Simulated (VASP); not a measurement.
Set up this calculation in VASP 6.6.1, as the native input.

```yaml
Task: single point
Functional: PBE
Potentials_or_basis: VASP PAW PBE potentials, release 64 (Si, O)
Cutoff: 520 eV
k_mesh: 4 × 4 × 4
Occupations: gaussian, width 0.05 eV
Spin: no spin polarisation
Dipole_correction: no
Further_INCAR_settings: ALGO = Normal; EDIFF = 1e-06; NBANDS = 40
```

The structure of Si4O7 (a cell with a defect) lies in POSCAR:

```
Si4O7
1.0
    5.0799801732      0.0000000000      0.0000000000
    0.0000000000      5.0799801732      0.0000000000
    0.0000000000      0.0000000000      7.0914769300
Si O
4 7
Direct
    0.2944292339      0.2944292339      0.0000000000
    0.2055707661      0.7944292339      0.2500000000
    0.7055707661      0.7055707661      0.5000000000
    0.7944292339      0.2055707661      0.7500000000
    0.4053663613      0.7409644515      0.4248320116
    0.7590355485      0.9053663613      0.6748320116
    0.5946336387      0.2590355485      0.9248320116
    0.7409644515      0.4053663613      0.5751679884
    0.9782240145      0.6576866509      0.2925303579
    0.2590355485      0.5946336387      0.0751679884
    0.0946336387      0.2409644515      0.8251679884
```

This cell differs from its parent crystal: atoms taken out, atom 9 moved 0.000 of the way to it and -0.675 Å across, host rigid.

One way to write it, as run:

INCAR

```
  PREC = Accurate
  ENCUT = 520
  EDIFF = 1E-6
  ISMEAR = 0
  SIGMA = 0.05
  LREAL = F
  LASPH = T
  NELM = 100
  ALGO = Normal
  ISIF = 2
  LWAVE = F
  LCHARG = F
  GGA = PE
  NBANDS = 40
```

KPOINTS

```
regular mesh
0
Gamma
  4 4 4
```

Potentials or basis: VASP PAW PBE potentials, release 64 (Si, O).

Run with:

```bash
$ cat potpaw_PBE.64/Si/POTCAR potpaw_PBE.64/O/POTCAR > POTCAR
$ mpirun -np 1 vasp_std > vasp.out
```

It gave:

| Quantity | Value |
| --- | --- |
| Pressure | 5.1 GPa |
| Largest force | 20.260 eV/Å |
| Band gap on the k mesh | 2.60 eV |

Caveat: the cell differs from its parent crystal (atoms taken out, atom 9 moved 0.000 of the way to it and -0.675 Å across, host rigid).

It took 3.2 min on 1 thread of Intel(R) Xeon(R) Platinum 8488C (Sapphire Rapids), on a shared host, peak memory 0.38 GiB.
